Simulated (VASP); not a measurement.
# RhN (NiAs type) (P6_3/mmc) in VASP: further runs

The runs below take RhN (NiAs type) through single point, relaxation of cell and atoms, with PBE.

Everything below comes from runs of VASP 6.6.1. Logs are shortened: lines on timing, memory, paths and dates and some standing lists are left out, and cuts for length are marked.

## (1) The cell of the first run

The structure is hexagonal, space group P6_3/mmc (No. 194). Conventional cell: a = 2.318 Å, b = 2.318 Å, c = 4.967 Å, α = 90.00°, β = 90.00°, γ = 120.00°. Rh (site symmetry -3m) has 6 N at 1.83 Å and 8 Rh at 2.32 to 2.48 Å within 2.5 Å. Within 2.4 Å of N (site symmetry -6m2) lie 6 Rh at 1.83 Å and 6 N at 2.32 Å.

## (2) Single point, PBE

INCAR reads:

```
ALGO = Normal
EDIFF = 1E-6
ENCUT = 520
GGA = PE
ISIF = 2
ISMEAR = -1
LASPH = True
LCHARG = False
LREAL = False
LWAVE = False
NBANDS = 28
NELM = 80
PREC = Accurate
SIGMA = 0.08
```

KPOINTS reads:

```
k-points
0
Gamma
  13 13 8
```

POSCAR reads:

```
RhN
1.0
    2.3183442020      0.0000000000      0.0000000000
   -1.1591721010      2.0077449736      0.0000000000
    0.0000000000      0.0000000000      4.9672486414
Rh N
2 2
Direct
    0.0000000000      0.0000000000      0.0000000000
    0.0000000000      0.0000000000      0.5000000000
    0.3333333333      0.6666666667      0.2500000000
    0.6666666667      0.3333333333      0.7500000000
```

Potentials or basis: VASP PAW PBE potentials, release 64 (Rh_pv, N).

The run is started by

```sh
$ cat potpaw_PBE.64/Rh_pv/POTCAR potpaw_PBE.64/N/POTCAR > POTCAR
$ mpirun -np 1 vasp_std > vasp.out
```

OUTCAR:

```text
EDIFF = 1E-6
   ENCUT = 520
   GGA = PE
   ISIF = 2
   ISMEAR = -1
   LASPH = True
   LREAL = False
   NELM = 80
   PREC = Accurate

 ion  position               nearest neighbor table
   1  0.000  0.000  0.000-   3 1.83   4 1.83   3 1.83   4 1.83   4 1.83   3 1.83   2 2.48   2 2.48

   2  0.000  0.000  0.500-   3 1.83   4 1.83   3 1.83   4 1.83   4 1.83   3 1.83   1 2.48   1 2.48

   3  0.333  0.667  0.250-   1 1.83   2 1.83   1 1.83   2 1.83   1 1.83   2 1.83
   4  0.667  0.333  0.750-   1 1.83   2 1.83   1 1.83   2 1.83   1 1.83   2 1.83

  LATTYP: Found a hexagonal cell.
 ALAT       =     2.3183442020
 C/A-ratio  =     2.1425846245

  Lattice vectors:

 A1 = (   2.3183442020,   0.0000000000,   0.0000000000)
 A2 = (  -1.1591721010,   2.0077449736,   0.0000000000)
 A3 = (   0.0000000000,   0.0000000000,   4.9672486414)

Analysis of symmetry for initial positions (statically):
=====================================================================
 Subroutine PRICEL returns:
 Original cell was already a primitive cell.

 Routine SETGRP: Setting up the symmetry group for a
 hexagonal supercell.

 Subroutine GETGRP returns: Found 24 space group operations
 (whereof 12 operations were pure point group operations)
 out of a pool of 24 trial point group operations.

The static configuration has the point symmetry D_3d.
 The point group associated with its full space group is D_6h.

Analysis of symmetry for dynamics (positions and initial velocities):
=====================================================================
 Subroutine PRICEL returns:
 Original cell was already a primitive cell.

 Routine SETGRP: Setting up the symmetry group for a
 hexagonal supercell.

 Subroutine GETGRP returns: Found 24 space group operations
 (whereof 12 operations were pure point group operations)
 out of a pool of 24 trial point group operations.

The dynamic configuration has the point symmetry D_3d.
 The point group associated with its full space group is D_6h.

 Subroutine INISYM returns: Found 24 space group operations
 (whereof 12 operations are pure point group operations),
 and found     1 'primitive' translations

----------------------------------------------------------------------------------------

                                     Primitive cell

  volume of cell :      23.1208

  direct lattice vectors                    reciprocal lattice vectors
     2.318344202  0.000000000  0.000000000     0.431342334  0.249035613  0.000000000
    -1.159172101  2.007744974  0.000000000     0.000000000  0.498071226  0.000000000
     0.000000000  0.000000000  4.967248641     0.000000000  0.000000000  0.201318692

  length of vectors
     2.318344202  2.318344202  4.967248641     0.498071226  0.498071226  0.201318692

  position of ions in fractional coordinates (direct lattice)
     0.000000000  0.000000000  0.000000000
     0.000000000  0.000000000  0.500000000
     0.333333333  0.666666667  0.250000000
     0.666666667  0.333333333  0.750000000

  ion indices of the primitive-cell ions
   primitive index   ion index
                 1           1
                 2           2
                 3           3
                 4           4

----------------------------------------------------------------------------------------

 KPOINTS: k-points

Automatic generation of k-mesh.
 Grid dimensions read from file:
 generate k-points for:   13   13    8

 Generating k-lattice:

  Cartesian coordinates                     Fractional coordinates (reciprocal lattice)
     0.033180180  0.019156586  0.000000000     0.076923077  0.000000000  0.000000000
     0.000000000  0.038313171  0.000000000     0.000000000  0.076923077  0.000000000
     0.000000000  0.000000000  0.025164837     0.000000000  0.000000000  0.125000000

  Length of vectors
     0.038313171  0.038313171  0.025164837

  Shift w.r.t. Gamma in fractional coordinates (k-lattice)
     0.000000000  0.000000000  0.000000000

 Subroutine IBZKPT returns following result:
 ===========================================

 Found    105 irreducible k-points:

 Following reciprocal coordinates:
            Coordinates               Weight
  0.000000  0.000000  0.000000      1.000000
  0.076923 -0.000000  0.000000      6.000000
  0.153846  0.000000  0.000000      6.000000
  0.230769 -0.000000  0.000000      6.000000
  0.307692  0.000000  0.000000      6.000000
  0.384615 -0.000000  0.000000      6.000000
[... 16 lines left out ...]
  0.076923 -0.000000  0.125000     12.000000
  0.153846  0.000000  0.125000     12.000000
 [... further k-points ...]
   k-points           NKPTS =    105   k-points in BZ     NKDIM =    105   number of bands    NBANDS=     28
   number of dos      NEDOS =    301   number of ions     NIONS =      4
   total plane-waves  NPLWV =  12960
   dimension x,y,z NGX =    18 NGY =   18 NGZ =   40
   dimension x,y,z NGXF=    36 NGYF=   36 NGZF=   80
   ions per type =               2   2
   NGX,Y,Z   is equivalent  to a cutoff of  12.91, 12.91, 13.39 a.u.
   NGXF,Y,Z  is equivalent  to a cutoff of  25.82, 25.82, 26.77 a.u.
 SYSTEM =  unknown system
   PREC   = accura    normal or accurate (medium, high low for compatibility)
   ISTART =      0    job   : 0-new  1-cont  2-samecut
   ICHARG =      2    charge: 1-file 2-atom 10-const
   ISPIN  =      1    spin polarized calculation?
   LNONCOLLINEAR =      F non collinear calculations
   LSORBIT =      F    spin-orbit coupling
   LASPH  =      T    aspherical Exc in radial PAW
   ENCUT  =  520.0 eV  38.22 Ry    6.18 a.u.   4.31  4.31  9.24*2*pi/ulx,y,z
   NELM   =     80;   NELMIN=  2; NELMDL= -5     # of ELM steps
   EDIFF  = 0.1E-05   stopping-criterion for ELM
   LREAL  =      F    real-space projection
   EDIFFG = 0.1E-04   stopping-criterion for IOM
   NSW    =      0    number of steps for IOM
   IBRION =     -1    ionic relax: 0-MD 1-quasi-New 2-CG
   NFREE  =      0    steps in history (QN), initial steepest desc. (CG)
   ISIF   =      2    stress and relaxation
   ISYM   =      2    0-nonsym 1-usesym 2-fastsym
   POTIM  = 0.5000    time-step for ionic-motion
   TEBEG  =    0.0;   TEEND  =   0.0 temperature during run
   PSTRESS=    0.0 pullay stress
   NELECT =      40.0000    total number of electrons
   NUPDOWN=      -1.0000    fix difference up-down
   EMIN   =  10.00;   EMAX   =-10.00  energy-range for DOS
   EFERMI =   0.00;   METHOD = LEGACY
   ISMEAR =    -1;   SIGMA  =   0.08  broadening in eV -4-tet -1-fermi 0-gaus
   EFERMI_NEDOS =   21; number of points for ismear=-14 and -15
   IALGO  =     38    algorithm
   IMIX   =      4    mixing-type and parameters
     AMIX     =   0.40;   BMIX     =  1.00
     AMIX_MAG =   1.60;   BMIX_MAG =  1.00
  volume/ion in A,a.u.               =       5.78        39.01
  Fermi-wavevector in a.u.,A,eV,Ry     =   1.965293  3.713866 52.550840  3.862378
  Thomas-Fermi vector in A             =   2.989287
   LORBIT       =      0    0 simple, 1 ext, 2 COOP (PROOUT), +10 PAW based schemes
   GGA     = PE    functional components
   LHFCALC =     F    Hartree Fock is set to
   AEXX    =    0.0000 exact exchange contribution
   IVDW    =     0    specifies the selected vdW correction
   LEPSILON=     F    determine dielectric tensor
   LRPA    =     F    only Hartree local field effects (RPA)
 non-spin polarized calculation
  energy-cutoff  :      520.00
  volume of cell :       23.12
 maximum number of plane-waves:       643
 NGX is ok and might be reduce to    18
   NGX =  9   NGY =  9   NGZ = 19

 number of electron      39.9999979 magnetization

 Free energy of the ion-electron system (eV)
  ---------------------------------------------------
  ext. energy  EPLUGINS =         0.00000000
  ---------------------------------------------------
  free energy    TOTEN  =        -9.57422298 eV

  energy without entropy =       -9.53663072  energy(sigma->0) =       -9.55542685

 E-fermi :  23.8198     XC(G=0): -17.4007

 val. band max:       23.8189628676   @ k =   0.3846   0.0769   0.5000
 cond. band min:      23.8518999831   @ k =   0.0000   0.0000   0.3750
 fundamental gap:      0.0329371156
 Fermi energy:        23.8197656975

 k-point     1 :       0.0000    0.0000    0.0000
  band No.  band energies     occupation
      1     -27.5378      2.00000
      2     -26.2516      2.00000
      3     -25.1920      2.00000
      4     -25.1920      2.00000
      5     -25.0926      2.00000
      6     -25.0926      2.00000
[... 20 lines left out ...]
     27      37.6147      0.00000
     28      39.4658      0.00000

 k-point     2 :       0.0769   -0.0000    0.0000
  band No.  band energies     occupation
      1     -27.5008      2.00000
      2     -26.2265      2.00000
      3     -25.3608      2.00000
      4     -25.2513      2.00000
      5     -25.2279      2.00000
      6     -25.1265      2.00000
[... 20 lines left out ...]
     27      38.3375      0.00000
     28      38.8594      0.00000

 k-point     3 :       0.1538    0.0000    0.0000
  band No.  band energies     occupation
      1     -27.3973      2.00000
      2     -26.1565      2.00000
      3     -25.8161      2.00000
      4     -25.6804      2.00000
      5     -25.3266      2.00000
      6     -25.2197      2.00000
[... 20 lines left out ...]
     27      37.5564      0.00000
     28      39.1236      0.00000

 k-point     4 :       0.2308   -0.0000    0.0000
  band No.  band energies     occupation
      1     -27.2490      2.00000
      2     -26.4294      2.00000
      3     -26.2638      2.00000
      4     -26.0550      2.00000
      5     -25.4635      2.00000
      6     -25.3491      2.00000
[... 578 lines left out ...]
     27      37.2953      0.00000
     28      39.2127      0.00000

 k-point    23 :       0.0769   -0.0000    0.1250
  band No.  band energies     occupation
      1     -27.4556      2.00000
      2     -26.2788      2.00000
      3     -25.3565      2.00000
      4     -25.2554      2.00000
      5     -25.2241      2.00000
      6     -25.1304      2.00000
[... 20 lines left out ...]
     27      37.9297      0.00000
     28      38.7027      0.00000

 k-point    24 :       0.1538    0.0000    0.1250
  band No.  band energies     occupation
      1     -27.3533      2.00000
      2     -26.2081      2.00000
      3     -25.8100      2.00000
      4     -25.6854      2.00000
      5     -25.3225      2.00000
      6     -25.2238      2.00000
[... 20 lines left out ...]
     27      37.4153      0.00000
     28      39.0602      0.00000

 [... further k-points ...]
[... 5 lines left out ...]
  --------------------------------------------------------------------------------------
  -------------------------------------------------------------------------------------
  Total       81.3439046     81.3439046     81.3283884      0.0000000     -0.0000000      0.0000000
  in kB     5636.8079076   5636.8079073   5635.7326955      0.0000000     -0.0000000      0.0000000
  external PRESSURE =    5636.4495035 kB  Pullay stress =       0.0000000 kB

 VOLUME and BASIS-vectors are now :
 -----------------------------------------------------------------------------
  energy-cutoff  :      520.00
  volume of cell :       23.12
      direct lattice vectors                 reciprocal lattice vectors
     2.318344202  0.000000000  0.000000000     0.431342334  0.249035613  0.000000000
    -1.159172101  2.007744974  0.000000000     0.000000000  0.498071226  0.000000000
     0.000000000  0.000000000  4.967248641     0.000000000  0.000000000  0.201318692

 POSITION                                       TOTAL-FORCE (eV/Angst)
 -----------------------------------------------------------------------------------
      0.00000      0.00000      0.00000         0.000000      0.000000     -0.000000
      0.00000      0.00000      2.48362         0.000000      0.000000     -0.000000
     -0.00000      1.33850      1.24181        -0.000000      0.000000      0.000000
      1.15917      0.66925      3.72544         0.000000     -0.000000      0.000000
 -----------------------------------------------------------------------------------
    total drift:                                0.000000     -0.000000      0.000000

  FREE ENERGIE OF THE ION-ELECTRON SYSTEM (eV)
  ---------------------------------------------------
  free  energy   TOTEN  =        -9.5742229846 eV

  energy  without entropy=       -9.5366307170  energy(sigma->0) =       -9.55542685
```

Run time: 30 s. Hardware: 1 thread of Intel Xeon 6975P-C (Granite Rapids), shared host; peak memory 0.17 GiB.

Results:

* Free energy: -9.5742 eV
* Pressure: 563.6 GPa
* Band gap on the k mesh: zero (bands 20 and 21 overlap by 3.45 eV)

Stress tensor (GPa, compression positive):
```
563.68   0.00   0.00
  0.00 563.68   0.00
  0.00   0.00 563.57
```

Levels at points of the mesh, in eV from the Fermi level:
```
           k point  band 17  band 18  band 19  band 20  band 21  band 22  band 23  band 24
(0.00, 0.00, 0.00)    -5.75    -3.47    -3.47    -3.44    -2.61    -2.61     4.36     4.36
(0.00, 0.00, 0.50)    -4.89    -4.89    -4.89    -4.89     1.26     1.26     1.26     1.26
```

Caveat: the cell stands under pressure.

## (3) Single point, PBE

INCAR reads:

```
SYSTEM = RhN
PREC     = Accurate       ! precision mode
ENCUT    = 520            ! plane-wave cutoff, eV
EDIFF    = 1E-6           ! SCF threshold, eV
ISMEAR   = -1             ! smearing method
SIGMA    = 0.08           ! smearing width, eV
LREAL    = .False.        ! projectors in reciprocal space
LASPH    = .True.         ! aspherical terms in the spheres
NELM     = 100            ! most SCF steps
ALGO     = Normal         ! electronic algorithm
ISIF     = 2              ! what is computed and relaxed
LWAVE    = .False.        ! write WAVECAR
LCHARG   = .False.        ! write CHGCAR
GGA      = PE             ! functional
NBANDS   = 28             ! bands
```

KPOINTS reads:

```
Automatic mesh
0
Gamma
  13 13 8
  0 0 0
```

POSCAR is that of step 2.

Potentials or basis: VASP PAW PBE potentials, release 64 (Rh_pv, N).

The run is started by

```sh
$ cat potpaw_PBE.64/Rh_pv/POTCAR potpaw_PBE.64/N/POTCAR > POTCAR
$ mpirun -np 1 vasp_std > vasp.out
```

Wall time 32 s (1 thread of Intel Xeon 6975P-C (Granite Rapids), shared host); peak memory 0.17 GiB.

It converged, with:

```yaml
Free_energy: -9.5742 eV
Pressure: 563.6 GPa
Band_gap_on_the_k_mesh: zero (bands 20 and 21 overlap by 3.45 eV)
```

Stress tensor (GPa, compression positive):
```
563.68   0.00   0.00
  0.00 563.68   0.00
  0.00   0.00 563.57
```

Levels at points of the mesh, in eV from the Fermi level:
| k point | band 18 | band 19 | band 20 | band 21 | band 22 | band 23 |
| --- | --- | --- | --- | --- | --- | --- |
| (0.00, 0.00, 0.00) | -3.47 | -3.47 | -3.44 | -2.61 | -2.61 | 4.36 |
| (0.00, 0.00, 0.50) | -4.89 | -4.89 | -4.89 | 1.26 | 1.26 | 1.26 |

Caveat: the cell stands under pressure.

## (4) Relaxation of cell and atoms, PBE, target pressure 560 GPa, at which the enthalpy is minimised

This run uses another cell than the first one, of 5.65 Å³/atom.

INCAR reads:

```
ALGO = Normal
EDIFF = 1E-7
EDIFFG = -0.005
ENCUT = 600
GGA = PE
IBRION = 2
ISIF = 3
ISMEAR = -1
LASPH = True
LCHARG = False
LREAL = False
LWAVE = False
NELM = 80
NSW = 60
PREC = Accurate
PSTRESS = 5600.0
SIGMA = 0.08
```

KPOINTS reads:

```
k-points
0
Gamma
  13 13 8
```

POSCAR reads:

```
RhN
1.0
    2.5623762820      0.0000000000      0.0000000000
   -1.2811881410      2.2190829543      0.0000000000
    0.0000000000      0.0000000000      3.9716832371
Rh N
2 2
Direct
    0.0000000000      0.0000000000      0.0000000000
    0.0000000000      0.0000000000      0.5000000000
    0.3333333333      0.6666666667      0.2500000000
    0.6666666667      0.3333333333      0.7500000000
```

The run is started by

```sh
$ cat potpaw_PBE.64/Rh_pv/POTCAR potpaw_PBE.64/N/POTCAR > POTCAR
$ mpirun -np 1 vasp_std > vasp.out
```

Run time: 12 min. Hardware: 1 thread of Intel Xeon 6975P-C (Granite Rapids), shared host; peak memory 0.22 GiB.

Results (log left out):

| Property | Result |
| --- | --- |
| Free energy | -9.6657 eV |
| Relaxed volume | 5.79 Å³/atom |
| Relaxed cell | a = 2.321 Å, b = 2.321 Å, c = 4.961 Å, α = 90.00°, β = 90.00°, γ = 120.00° |
| Space group after relaxing (to 0.1 Å) | P6_3/mmc (No. 194) |
| Energy change on relaxing (the run minimises the enthalpy) | -1394.4 meV/atom |
| Ionic steps | 49 |
| Pressure after relaxing | 560.0 GPa |
| Band gap on the k mesh | zero (bands 20 and 21 overlap by 3.44 eV) |

The path:
```
step  energy change (eV)  largest force (eV/Å)  pressure (GPa)  volume (Å³)
   1              0.0000                0.0000          702.10        22.58
   3            -14.5196                0.0000          322.54        26.60
   5             -8.8863                0.0000          479.05        24.53
   7             -4.8330                0.0000          591.05        23.09
   9             -6.6994                0.0000          535.05        23.61
  11             -5.9453                0.0000          557.86        23.39
  13             -6.0243                0.0000          555.47        23.42
  15             -5.2720                0.0000          574.27        23.20
  17             -4.5342                0.0000          593.43        22.99
  19             -1.4309                0.0000          679.55        22.10
  21             -1.9808                0.0000          664.38        22.25
  23             -2.4192                0.0000          652.16        22.37
  25             -2.4077                0.0000          652.48        22.37
  27             -2.3559                0.0000          653.93        22.35
  29             -2.1451                0.0000          659.78        22.29
  31             -2.1622                0.0000          659.27        22.29
  33             -2.2388                0.0000          657.07        22.31
  35             -2.5348                0.0000          648.41        22.37
  37             -3.5414                0.0000          617.50        22.60
  39             -3.9324                0.0000          604.32        22.70
  41             -5.1026                0.0000          572.90        23.02
  43             -5.5620                0.0000          560.54        23.15
  45             -5.5373                0.0000          561.15        23.14
  47             -5.5584                0.0000          560.48        23.15
  49             -5.5777                0.0000          559.96        23.15
```

Final structure:
```xyz
4
Lattice="2.3213 0.0000 0.0000 -1.1606 2.0103 0.0000 0.0000 0.0000 4.9611" Properties=species:S:1:pos:R:3 pbc="T T T"
Rh    0.0000    0.0000    0.0000
Rh    0.0000    0.0000    2.4806
N     0.0000    1.3402    1.2403
N     1.1606    0.6701    3.7209
```

Levels at points of the mesh, in eV from the Fermi level:
| k point | band 18 | band 19 | band 20 | band 21 | band 22 | band 23 |
| --- | --- | --- | --- | --- | --- | --- |
| (0.00, 0.00, 0.00) | -3.49 | -3.49 | -3.36 | -2.60 | -2.60 | 4.38 |
| (0.00, 0.00, 0.50) | -4.89 | -4.89 | -4.89 | 1.27 | 1.27 | 1.27 |

Caveat: the cell is relaxed towards a set pressure, so the run minimises the enthalpy, not the energy; a cell axis changed by over 15 % at a fixed basis, so the end point is rough.

The gap in the log of VASP goes by the Fermi energy; the results here count the filled bands.